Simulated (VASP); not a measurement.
AlP: single point with PBE

AlP:

```
Al P
1.0
     0.00000    2.75383    2.75383
     2.75383    0.00000    2.75383
     2.75383    2.75383    0.00000
Al P
1 1
Direct
  0.00000 0.00000 0.00000
  0.75000 0.75000 0.75000
```

- Program: VASP 6.6.1
- Task: single point
- Functional: PBE
- Potentials or basis: VASP PAW PBE potentials, release 64 (Al, P)
- Cutoff: 500 eV
- k mesh: 8 × 8 × 8
- Occupations: gaussian, width 0.02 eV
- Spin: no spin polarisation

```json
{
 "Pressure": "-0.1 GPa",
 "Band gap on the k mesh": "1.63 eV, indirect (least direct gap 3.08 eV)"
}
```

Levels at points of the mesh, in eV from the valence-band top:
```tsv
k point	band 2	band 3	band 4	band 5	band 6	band 7
(0.00, 0.00, 0.00)	0.00	0.00	0.00	3.08	4.52	4.52
(0.50, 0.00, 0.00)	-5.41	-0.75	-0.75	2.72	4.81	4.81
(0.50, 0.50, 0.00)	-5.22	-2.05	-2.05	1.63	2.47	10.85
```

It used 9.6 s of CPU time on 1 thread of Intel Xeon 6975P-C, on a shared host.

A k mesh can miss the band edges. As with any semilocal functional, this PBE gap is likely too small.
